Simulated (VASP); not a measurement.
Set up this calculation in VASP 6.6.1, as the native input.

- Task: single point
- Functional: LDA
- Potentials or basis: VASP PAW LDA potentials, release 64 (Mg, O)
- Cutoff: 600 eV
- k mesh: 10 × 10 × 10
- Occupations: gaussian, width 0.01 eV
- Spin: no spin polarisation
- Dipole correction: no
- Further INCAR settings: ALGO = Normal; EDIFF = 1e-06; NBANDS = 11

The structure of MgO (rock salt) lies in POSCAR:

```
MgO
1.0
    0.0000000000      1.7754257605      1.7754257605
    1.7754257605      0.0000000000      1.7754257605
    1.7754257605      1.7754257605      0.0000000000
Mg O
1 1
Direct
    0.0000000000      0.0000000000      0.0000000000
    0.5000000000      0.5000000000      0.5000000000
```

This cell differs from its parent crystal: volume scaled by 0.6.

These files were run (other wordings do the same):

INCAR

```
  PREC = Accurate
  ENCUT = 600
  EDIFF = 1E-6
  ISMEAR = 0
  SIGMA = 0.01
  LREAL = F
  LASPH = T
  NELM = 120
  ALGO = Normal
  ISIF = 2
  LWAVE = F
  LCHARG = F
  NBANDS = 11
  GGA_COMPAT = F
```

KPOINTS

```
Automatic mesh
0
Gamma
  10 10 10
```

Potentials or basis: VASP PAW LDA potentials, release 64 (Mg, O).

Launch:

```bash
$ cat potpaw_LDA.64/Mg/POTCAR potpaw_LDA.64/O/POTCAR > POTCAR
$ mpirun -np 1 vasp_std > vasp.out
```

Results of the run:

The pressure is 221.4 GPa and the band gap on the k mesh is 8.73 eV, indirect (least direct gap 10.94 eV).

Wall time 9.9 s on 1 thread of Intel Xeon 8259CL, with other jobs on the host, peak memory 0.12 GiB.
